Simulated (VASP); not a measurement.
# Si16N (a cell with a defect) in VASP: further runs

The runs below take Si16N (a cell with a defect) through single point, with PBEsol.

Everything below comes from runs of VASP 6.6.1. Logs are shortened: lines on timing, memory, paths and dates and some standing lists are left out, and cuts for length are marked.

## Step 1: The cell of the first run

The cell holds a defect, 17 atoms: a = 7.679 Å, b = 7.679 Å, c = 7.679 Å, α = 60.00°, β = 60.00°, γ = 60.00°.

## Step 2: Single point, PBEsol, collinear spin, ferromagnetic start

INCAR reads:

```
SYSTEM = Si16N
PREC     = Accurate       ! precision mode
ENCUT    = 520            ! plane-wave cutoff, eV
EDIFF    = 1E-6           ! SCF threshold, eV
ISMEAR   = -1             ! smearing method
SIGMA    = 0.05           ! smearing width, eV
LREAL    = Auto         
LASPH    = .True.         ! aspherical terms in the spheres
NELM     = 150            ! most SCF steps
ALGO     = Normal         ! electronic algorithm
ISIF     = 2              ! what is computed and relaxed
LWAVE    = .False.        ! write WAVECAR
LCHARG   = .False.        ! write CHGCAR
ISPIN    = 2              ! spin polarisation
MAGMOM   = 0 0 0 0 0 0 0 0 0 0 0 0 0 0 0 0 1 ! initial moments
LORBIT   = 11             ! projections on sites
GGA      = PS             ! functional
NBANDS   = 52             ! bands
```

KPOINTS reads:

```
Automatic mesh
0
Gamma
  2 2 2
  0 0 0
```

POSCAR reads:

```
Si16N
1.0
    0.0000000000      5.4300000000      5.4300000000
    5.4300000000      0.0000000000      5.4300000000
    5.4300000000      5.4300000000      0.0000000000
Si N
16 1
Direct
    0.0530847145     -0.0033241252     -0.0926611418
    0.0784346225      0.1246040516      0.0903499079
   -0.0547974217      0.0303591160      0.4955340700
    0.0811878453      0.2133793738      0.5115561694
   -0.0406629834      0.4793554328      0.0053406998
    0.1148802947      0.5555248619      0.1881952118
   -0.0542909761      0.5937937385      0.5010865562
    0.1322744015      0.6337108656      0.6183517495
    0.4681399632      0.0547697974     -0.0376795580
    0.6498434622      0.1609852670      0.0577071823
    0.4537661142      0.0561418048      0.4302670350
    0.5735543278      0.1641252302      0.6018047882
    0.4503222836      0.5194751381      0.0051841621
    0.5832872928      0.6569889503      0.0831583794
    0.5052854512      0.5106813996      0.4918968692
    0.5182596685      0.7021086556      0.6670994475
    1.2223664825      0.7440055249      0.9538766114
```

Potentials or basis: VASP PAW PBE potentials, release 64 (Si, N).

The run is started by

```console
$ cat potpaw_PBE.64/Si/POTCAR potpaw_PBE.64/N/POTCAR > POTCAR
$ mpirun -np 1 vasp_std > vasp.out
```

OUTCAR:

```text
SYSTEM = Si16N
   PREC = Accurate
   ENCUT = 520
   EDIFF = 1E-6
   ISMEAR = -1
   LREAL = Auto
   LASPH = .True.
   NELM = 150
   ISIF = 2
   ISPIN = 2
   LORBIT = 11
   GGA = PS

 ion  position               nearest neighbor table
   1  0.053  0.997  0.907-  17 1.68   2 2.20  10 2.55   4 2.59   6 2.91
   2  0.078  0.125  0.090-   1 2.20   5 2.24   9 2.49   3 2.56
   3  0.945  0.030  0.496-   4 2.20  12 2.33   8 2.52   2 2.56
   4  0.081  0.213  0.512-   3 2.20  11 2.36   7 2.54   6 2.58   1 2.59
   5  0.959  0.479  0.005-   2 2.24  14 2.39   8 2.47   6 2.63
   6  0.115  0.556  0.188-  17 1.77  13 2.18   7 2.18   4 2.58   5 2.63   1 2.91
   7  0.946  0.594  0.501-   6 2.18   8 2.23   4 2.54  16 2.69
   8  0.132  0.634  0.618-   7 2.23  15 2.34   5 2.47   3 2.52
   9  0.468  0.055  0.962-  12 2.27  10 2.43   2 2.49  14 2.50
  10  0.650  0.161  0.058-  13 2.32  11 2.39   9 2.43   1 2.55
  11  0.454  0.056  0.430-   4 2.36  16 2.36  10 2.39  12 2.52
  12  0.574  0.164  0.602-  15 2.21   9 2.27   3 2.33  11 2.52
  13  0.450  0.519  0.005-  17 1.78  16 2.17   6 2.18  14 2.20  10 2.32
  14  0.583  0.657  0.083-  13 2.20   5 2.39   9 2.50  15 2.60
  15  0.505  0.511  0.492-  12 2.21   8 2.34  16 2.50  14 2.60
  16  0.518  0.702  0.667-  13 2.17  17 2.26  11 2.36  15 2.50   7 2.69
  17  0.222  0.744  0.954-   1 1.68   6 1.77  13 1.78  16 2.26

  LATTYP: Found a face centered cubic cell.
 ALAT       =    10.8600000000

  Lattice vectors:

 A1 = (   0.0000000000,   5.4300000000,   5.4300000000)
 A2 = (   5.4300000000,   0.0000000000,   5.4300000000)
 A3 = (   5.4300000000,   5.4300000000,   0.0000000000)

Analysis of symmetry for initial positions (statically):
=====================================================================
 Subroutine PRICEL returns:
 Original cell was already a primitive cell.

 Routine SETGRP: Setting up the symmetry group for a
 face centered cubic supercell.

 Subroutine GETGRP returns: Found  1 space group operations
 (whereof  1 operations were pure point group operations)
 out of a pool of 48 trial point group operations.

The static configuration has the point symmetry C_1 .

Analysis of symmetry for dynamics (positions and initial velocities):
=====================================================================
 Subroutine PRICEL returns:
 Original cell was already a primitive cell.

 Routine SETGRP: Setting up the symmetry group for a
 face centered cubic supercell.

 Subroutine GETGRP returns: Found  1 space group operations
 (whereof  1 operations were pure point group operations)
 out of a pool of 48 trial point group operations.

The dynamic configuration has the point symmetry C_1 .

Analysis of structural, dynamic, and magnetic symmetry:
=====================================================================
 Subroutine PRICEL returns:
 Original cell was already a primitive cell.

 Routine SETGRP: Setting up the symmetry group for a
 face centered cubic supercell.

 Subroutine GETGRP returns: Found  1 space group operations
 (whereof  1 operations were pure point group operations)
 out of a pool of 48 trial point group operations.

The overall configuration has the point symmetry C_1 .

 Subroutine INISYM returns: Found  1 space group operations
 (whereof  1 operations are pure point group operations),
 and found     1 'primitive' translations

----------------------------------------------------------------------------------------

                                     Primitive cell

  volume of cell :     320.2060

  direct lattice vectors                    reciprocal lattice vectors
     0.000000000  5.430000000  5.430000000    -0.092081031  0.092081031  0.092081031
     5.430000000  0.000000000  5.430000000     0.092081031 -0.092081031  0.092081031
     5.430000000  5.430000000  0.000000000     0.092081031  0.092081031 -0.092081031

  length of vectors
     7.679179644  7.679179644  7.679179644     0.159489025  0.159489025  0.159489025

  position of ions in fractional coordinates (direct lattice)
     0.053084715  0.996675875  0.907338858
[... 52 lines left out ...]
  ---------------------------------------------------
  free energy    TOTEN  =       -93.98312308 eV

  energy without entropy =      -93.95470875  energy(sigma->0) =      -93.96891592

 E-fermi :   5.9296     XC(G=0):  -9.7238

 val. band max:        5.8661778969   @ k =   0.0000   0.0000   0.5000
 cond. band min:       5.9312763393   @ k =   0.0000   0.5000   0.0000
 fundamental gap:      0.0650984424
 Fermi energy:         5.9296193109

 spin component 1

 k-point     1 :       0.0000    0.0000    0.0000
  band No.  band energies     occupation
      1     -11.5330      1.00000
      2      -5.7125      1.00000
      3      -4.9010      1.00000
      4      -4.1249      1.00000
      5      -3.5734      1.00000
      6      -3.4623      1.00000
[... 381 lines left out ...]
     45       9.6907      0.00000
     46       9.9356      0.00000
 Fermi energy:         5.9296193109

 spin component 2

 k-point     1 :       0.0000    0.0000    0.0000
  band No.  band energies     occupation
      1     -11.5330      1.00000
      2      -5.7125      1.00000
      3      -4.9010      1.00000
      4      -4.1249      1.00000
      5      -3.5734      1.00000
      6      -3.4623      1.00000
[... 381 lines left out ...]
     45       9.6907      0.00000
     46       9.9356      0.00000
 [bands above 46 left out]

------------------------ aborting loop because EDIFF is reached ----------------------------------------

  FORCE on cell =-STRESS in cart. coord.  units (eV):
  Direction    XX          YY          ZZ          XY          YZ          ZX
  --------------------------------------------------------------------------------------
  -------------------------------------------------------------------------------------
  Total        4.7369926      2.6633373      8.4033206     -1.7510752      0.4747491      2.8905821
  in kB       23.7019350     13.3262290     42.0467113     -8.7616499      2.3754464     14.4632673
  external PRESSURE =      26.3582917 kB  Pullay stress =       0.0000000 kB

 VOLUME and BASIS-vectors are now :
 -----------------------------------------------------------------------------
  energy-cutoff  :      520.00
  volume of cell :      320.21
      direct lattice vectors                 reciprocal lattice vectors
     0.000000000  5.430000000  5.430000000    -0.092081031  0.092081031  0.092081031
     5.430000000  0.000000000  5.430000000     0.092081031 -0.092081031  0.092081031
     5.430000000  5.430000000  0.000000000     0.092081031  0.092081031 -0.092081031

 POSITION                                       TOTAL-FORCE (eV/Angst)
 -----------------------------------------------------------------------------------
     10.33880      5.21510      5.70020         0.399386     -2.862578      0.277475
      1.16720      0.91650      1.10250         1.204870      2.273738      0.797012
      2.85560      7.82320      5.29730        -2.325249     -0.451565     -1.022770
      3.93640      3.21860      1.59950         1.686589      1.838688      0.770470
      2.63190      5.23820      7.81210         1.015843     -0.354709      1.419869
      4.03840      1.64570      3.64030        -0.805117     -2.047098     -2.154838
[... 9 lines left out ...]
      7.43480      6.43650      6.62660        -2.932013     -1.070314      1.839367
      9.21950      6.38700      5.24740        -0.535085     -1.530104     -0.029268
 -----------------------------------------------------------------------------------
    total drift:                                0.003476      0.000185      0.004713

  FREE ENERGIE OF THE ION-ELECTRON SYSTEM (eV)
  ---------------------------------------------------
  free  energy   TOTEN  =       -93.9831230816 eV

  energy  without entropy=      -93.9547087550  energy(sigma->0) =      -93.96891592

 total charge

# of ion       s       p       d       tot
------------------------------------------
    1        0.755   0.907   0.000   1.662
    2        0.763   0.946   0.000   1.709
    3        0.755   0.905   0.000   1.660
    4        0.759   0.914   0.000   1.673
    5        0.765   0.883   0.000   1.647
    6        0.762   0.940   0.000   1.702
[... 9 lines left out ...]
   16        0.790   0.836   0.000   1.626
   17        1.263   2.626   0.000   3.890
--------------------------------------------------
tot         13.484  17.191   0.000  30.674

 magnetization (x)

# of ion       s       p       d       tot
------------------------------------------
    1       -0.000  -0.000   0.000  -0.000
    2        0.000  -0.000   0.000  -0.000
    3        0.000   0.000   0.000   0.000
    4        0.000   0.000   0.000   0.000
    5        0.000   0.000   0.000   0.000
    6       -0.000  -0.000   0.000  -0.000
[... 9 lines left out ...]
   16       -0.000  -0.000   0.000  -0.000
   17       -0.000   0.000   0.000   0.000
--------------------------------------------------
tot         -0.000   0.000   0.000   0.000
```

Run time: 5.8 min. Hardware: 1 thread of Intel Xeon 6975P-C (Granite Rapids), shared host; peak memory 0.7 GiB.

What came out:

- Free energy: -93.9831 eV
- Pressure: 2.6 GPa
- Largest force: 3.623 eV/Å
- Net moment: 0.00 μB per cell
- Valence electrons inside the program's atomic spheres: Si 1.66, 1.71, 1.67, 1.65, 1.70, 1.69, 1.64, 1.72, 1.77, 1.63 (each value once); N 3.89

Forces on the atoms (eV/Å):
```
Si   0.399 -2.863  0.277
Si   1.205  2.274  0.797
Si  -2.325 -0.452 -1.023
Si   1.687  1.839  0.770
Si   1.016 -0.355  1.420
Si  -0.805 -2.047 -2.155
Si   0.478 -0.810 -2.099
Si   1.583  0.607  0.262
Si   0.111  0.771 -1.600
Si  -1.350  0.349 -1.041
Si   0.908  0.617  0.302
Si  -1.510 -0.226 -0.752
Si  -0.780  2.399 -0.002
Si   1.833  2.066  1.433
Si   1.018 -1.569  1.599
Si  -2.932 -1.070  1.839
N   -0.535 -1.530 -0.029
```

Levels at points of the mesh, in eV from the Fermi level:
Spin up:
| k point | band 31 | band 32 | band 33 | band 34 | band 35 | band 36 | band 37 | band 38 |
| --- | --- | --- | --- | --- | --- | --- | --- | --- |
| (0.00, 0.00, 0.00) | -0.67 | -0.55 | -0.35 | -0.07 | 0.17 | 0.55 | 0.68 | 0.82 |
| (0.50, 0.00, 0.00) | -1.06 | -0.88 | -0.67 | -0.50 | 0.32 | 0.93 | 1.03 | 1.24 |
| (0.00, 0.50, 0.00) | -1.14 | -0.57 | -0.50 | -0.33 | 0.00 | 0.79 | 1.06 | 1.26 |
| (0.00, 0.00, 0.50) | -0.97 | -0.82 | -0.58 | -0.49 | -0.06 | 0.49 | 1.01 | 1.41 |
| (0.50, 0.50, 0.50) | -1.11 | -0.80 | -0.59 | -0.48 | -0.12 | 0.96 | 1.13 | 1.50 |
| (0.50, 0.50, 0.00) | -1.30 | -0.97 | -0.90 | -0.40 | -0.25 | 1.06 | 1.32 | 1.57 |
| (0.00, 0.50, 0.50) | -1.32 | -1.13 | -0.91 | -0.79 | 0.36 | 1.02 | 1.19 | 1.86 |
| (0.50, 0.00, 0.50) | -1.24 | -1.13 | -1.05 | -0.73 | -0.32 | 0.95 | 1.45 | 1.71 |
Spin down:
```
           k point  band 30  band 31  band 32  band 33  band 34  band 35  band 36  band 37  band 38  band 39
(0.00, 0.00, 0.00)    -0.81    -0.67    -0.55    -0.35    -0.07     0.17     0.55     0.68     0.82     0.89
(0.50, 0.00, 0.00)    -1.42    -1.06    -0.88    -0.67    -0.50     0.32     0.93     1.03     1.24     1.44
(0.00, 0.50, 0.00)    -1.25    -1.14    -0.57    -0.50    -0.33     0.00     0.79     1.06     1.26     1.49
(0.00, 0.00, 0.50)    -1.10    -0.97    -0.82    -0.58    -0.49    -0.06     0.49     1.01     1.41     1.51
(0.50, 0.50, 0.50)    -1.42    -1.11    -0.80    -0.59    -0.48    -0.12     0.96     1.13     1.50     1.76
(0.50, 0.50, 0.00)    -1.49    -1.30    -0.97    -0.90    -0.40    -0.25     1.06     1.32     1.57     1.80
(0.00, 0.50, 0.50)    -1.50    -1.32    -1.13    -0.91    -0.79     0.36     1.02     1.19     1.86     1.95
(0.50, 0.00, 0.50)    -1.41    -1.24    -1.13    -1.05    -0.73    -0.32     0.95     1.45     1.71     2.02
```

Caveat: the k points lie up to 0.50 Å⁻¹ apart; the atoms stand as in a frame of molecular dynamics; the PAW data sets were made with another functional, which shifts forces and pressure a little.

(Continued in part 2 of 2.)
